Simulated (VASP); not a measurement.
# PbSe (P4/nmm) in VASP: a series of runs, part 2 of 2

VASP 6.6.1.

### 3 Relaxation of shape and atoms at fixed volume, PBE (33.22 Å³/atom)

This run uses another cell than the first one, of 33.22 Å³/atom.

File INCAR:

```
SYSTEM = PbSe
PREC = Accurate
ENCUT = 600
EDIFF = 1E-7
ISMEAR = 0
SIGMA = 0.05
LREAL = .FALSE.
LASPH = .TRUE.
NELM = 60
ALGO = Normal
ISIF = 4
LWAVE = .FALSE.
LCHARG = .FALSE.
GGA = PE
IBRION = 2
NSW = 60
EDIFFG = -0.01
```

File KPOINTS:

```
Automatic mesh
0
G
  6 6 8
  0 0 0
```

File POSCAR:

```
PbSe
1.0
    5.4487004410      0.0000000000      0.0000000000
    0.0000000000      5.4487004410      0.0000000000
    0.0000000000      0.0000000000      4.4757821665
Pb Se
2 2
Direct
    0.5000000000      0.0000000000      0.2914575563
    0.0000000000      0.5000000000      0.7085424437
    0.0000000000      0.0000000000      0.0000000000
    0.5000000000      0.5000000000      0.0000000000
```

Potentials or basis: VASP PAW PBE potentials, release 64 (Pb_d, Se).

Started as:

```console
$ cat potpaw_PBE.64/Pb_d/POTCAR potpaw_PBE.64/Se/POTCAR > POTCAR
$ mpirun -np 1 vasp_std > vasp.out
```

OUTCAR:

```text
SYSTEM = PbSe
   PREC = Accurate
   ENCUT = 600
   EDIFF = 1E-7
   ISMEAR = 0
   LREAL = .FALSE.
   LASPH = .TRUE.
   NELM = 60
   ISIF = 4
   GGA = PE
   IBRION = 2
   NSW = 60
   EDIFFG = -0.01

 ion  position               nearest neighbor table
   1  0.500  0.000  0.291-   3 3.02   4 3.02   4 3.02   3 3.02
   2  0.000  0.500  0.709-   3 3.02   4 3.02   3 3.02   4 3.02
   3  0.000  0.000  0.000-   1 3.02   2 3.02   2 3.02   1 3.02
   4  0.500  0.500  0.000-   1 3.02   2 3.02   1 3.02   2 3.02

  LATTYP: Found a simple tetragonal cell.
 ALAT       =     5.4487004410
 C/A-ratio  =     0.8214403076

  Lattice vectors:

[... 416 lines left out ...]
 Free energy of the ion-electron system (eV)
  ---------------------------------------------------
  ext. energy  EPLUGINS =         0.00000000
  ---------------------------------------------------
  free energy    TOTEN  =       -15.66409208 eV

  energy without entropy =      -15.66409208  energy(sigma->0) =      -15.66409208

 E-fermi :   3.6100     XC(G=0):  -8.8095

 val. band max:        3.3338089121   @ k =   0.5000   0.5000   0.5000
 cond. band min:       3.9971531980   @ k =   0.1667   0.1667   0.3750
 fundamental gap:      0.6633442859
 Fermi energy:         3.6099517367

 k-point     1 :       0.0000    0.0000    0.0000
  band No.  band energies     occupation
      1     -13.2681      2.00000
      2     -13.2666      2.00000
      3     -13.2557      2.00000
      4     -13.2528      2.00000
      5     -13.2528      2.00000
      6     -13.2270      2.00000
[... 637 lines left out ...]
     23       6.9482      0.00000
     24       6.9482      0.00000

 [... further k-points ...]

------------------------ aborting loop because EDIFF is reached ----------------------------------------

  FORCE on cell =-STRESS in cart. coord.  units (eV):
  Direction    XX          YY          ZZ          XY          YZ          ZX
  --------------------------------------------------------------------------------------
  -------------------------------------------------------------------------------------
  Total       -0.7924586     -0.7924586     -0.8013220      0.0000000     -0.0000000      0.0000000
  in kB       -9.5550369     -9.5550369     -9.6619062      0.0000000     -0.0000000      0.0000000
  external PRESSURE =      -9.5906600 kB  Pullay stress =       0.0000000 kB
[... 19 lines left out ...]
  FREE ENERGIE OF THE ION-ELECTRON SYSTEM (eV)
  ---------------------------------------------------
  free  energy   TOTEN  =       -15.6640920814 eV

  energy  without entropy=      -15.6640920814  energy(sigma->0) =      -15.66409208

 reached required accuracy - stopping structural energy minimisation
```

OSZICAR:

```text
N       E                     dE             d eps       ncg     rms          rms(c)
DAV:   1     0.404215994305E+03    0.40422E+03   -0.20279E+04  2400   0.186E+03
DAV:   2     0.290707360638E+02   -0.37515E+03   -0.37101E+03  2424   0.448E+02
DAV:   3    -0.148927966103E+02   -0.43964E+02   -0.43385E+02  3224   0.163E+02
[... 66 lines left out ...]
DAV:   3    -0.156641893330E+02    0.34563E-03   -0.10078E-03  3312   0.305E-01    0.550E-02
DAV:   4    -0.156640889316E+02    0.10040E-03   -0.23165E-04  3504   0.137E-01    0.964E-03
DAV:   5    -0.156640914069E+02   -0.24754E-05   -0.29918E-05  2984   0.584E-02    0.493E-03
DAV:   6    -0.156640921344E+02   -0.72749E-06   -0.21425E-06  3144   0.176E-02    0.174E-03
DAV:   7    -0.156640920814E+02    0.53041E-07   -0.25956E-07  1928   0.533E-03
   7 F= -.15664092E+02 E0= -.15664092E+02  d E =-.723391E-03
```

It took 16 min on 1 thread of AMD EPYC 9755, shared host; peak memory 0.37 GiB.

Results:

```
Free energy               : -15.6641 eV
Energy gained by relaxing : 2.4 meV/atom
Ionic steps               : 7
Pressure after relaxing   : -1.0 GPa
Band gap on the k mesh    : 0.66 eV (least direct gap 1.11 eV)
```

Step by step:
| step | energy change (eV) | largest force (eV/Å) | pressure (GPa) | volume (Å³) |
| --- | --- | --- | --- | --- |
| 1 | 0.0000 | 0.1144 | -1.77 | 132.88 |
| 2 | -0.0030 | 0.1017 | -1.64 | 132.88 |
| 3 | -0.0079 | 0.0663 | -1.29 | 132.88 |
| 4 | -0.0050 | 0.0167 | -0.55 | 132.88 |
| 5 | -0.0088 | 0.0405 | -1.05 | 132.88 |
| 6 | -0.0092 | 0.0268 | -1.02 | 132.88 |
| 7 | -0.0096 | 0.0001 | -0.96 | 132.88 |

Final structure:
```
Pb Se
1.0
     5.39962    0.00000    0.00000
     0.00000    5.39962    0.00000
     0.00000    0.00000    4.55752
Pb Se
2 2
Direct
  0.50000 0.00000 0.28200
  0.00000 0.50000 0.71800
  0.00000 0.00000 0.00000
  0.50000 0.50000 0.00000
```

Levels at points of the mesh, in eV from the valence-band top:
| k point | band 18 | band 19 | band 20 | band 21 | band 22 | band 23 |
| --- | --- | --- | --- | --- | --- | --- |
| (0.00, 0.00, 0.00) | -1.21 | -0.88 | -0.38 | 1.53 | 3.16 | 4.52 |
| (0.50, 0.00, 0.00) | -1.42 | -0.50 | -0.50 | 1.92 | 1.92 | 4.47 |
| (0.50, 0.50, 0.00) | -0.94 | -0.06 | -0.06 | 1.05 | 1.05 | 3.24 |
| (0.00, 0.00, 0.50) | -1.24 | -1.15 | -1.15 | 1.14 | 1.17 | 1.67 |
| (0.50, 0.00, 0.50) | -2.29 | -0.84 | -0.84 | 2.66 | 2.66 | 2.86 |
| (0.50, 0.50, 0.50) | -2.60 | 0.00 | 0.00 | 3.47 | 3.47 | 3.94 |

Caveat: spin-orbit coupling is left out, which moves the levels of the heavy elements.
